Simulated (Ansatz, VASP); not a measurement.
NaI: VASP beside Ansatz

INCAR

```
SYSTEM = NaI
PREC = Accurate
ENCUT = 520
EDIFF = 1E-6
ISMEAR = -1
SIGMA = 0.05
LREAL = .FALSE.
LASPH = .TRUE.
NELM = 80
ALGO = Normal
ISIF = 2
LWAVE = .FALSE.
LCHARG = .FALSE.
GGA = PE
NBANDS = 14
```

The input KPOINTS:

```
Automatic mesh
0
G
  7 7 7
  0 0 0
```

POSCAR

```
NaI
1.0
    0.0000000000      3.2364000000      3.2364000000
    3.2364000000      0.0000000000      3.2364000000
    3.2364000000      3.2364000000      0.0000000000
I Na
1 1
Direct
    0.5000000000      0.5000000000      0.5000000000
    0.0000000000      0.0000000000      0.0000000000
```

input.yaml

```yaml
crystal:
  lattice:
    - [0.0, 3.2364, 3.2364]
    - [3.2364, 0.0, 3.2364]
    - [3.2364, 3.2364, 0.0]
  atoms:
    - { symbol: I, position: [0.5, 0.5, 0.5] }
    - { symbol: Na, position: [0.0, 0.0, 0.0] }
kpoints:
  mp_grid: { grid: [7, 7, 7] }
scf:
  occupations: { method: fermi_dirac, width: 0.05 }
hamiltonian:
  xc: pbe
  pseudopotentials: { kind: all_electron, lapw: { basis_error: 0.001 } }
output:
  forces: true
  stress: true
  eigenvalues: true
  populations: true
```

Alike in both runs: task single point; functional PBE; k mesh 7 × 7 × 7; occupations fermi-dirac, width 0.05 eV; no spin polarisation.

|  | VASP | Ansatz |
| --- | --- | --- |
| version | VASP 6.6.1 | Ansatz 0.2.0 |
| potentials or method | VASP PAW PBE potentials, release 64 (I, Na_pv), cutoff 520 eV | all-electron LAPW, scalar-relativistic |

```tsv
	VASP	Ansatz	Ansatz less VASP
gap on the k mesh at the Fermi level (eV)	3.64	3.64	+0.004
least direct gap on the mesh (eV)	3.64	3.64	+0.004
pressure (GPa)	0.4	0.4	-0.01
```

Ansatz ran all-electron here, and VASP with PAW potentials.

Spin-orbit coupling is off throughout.
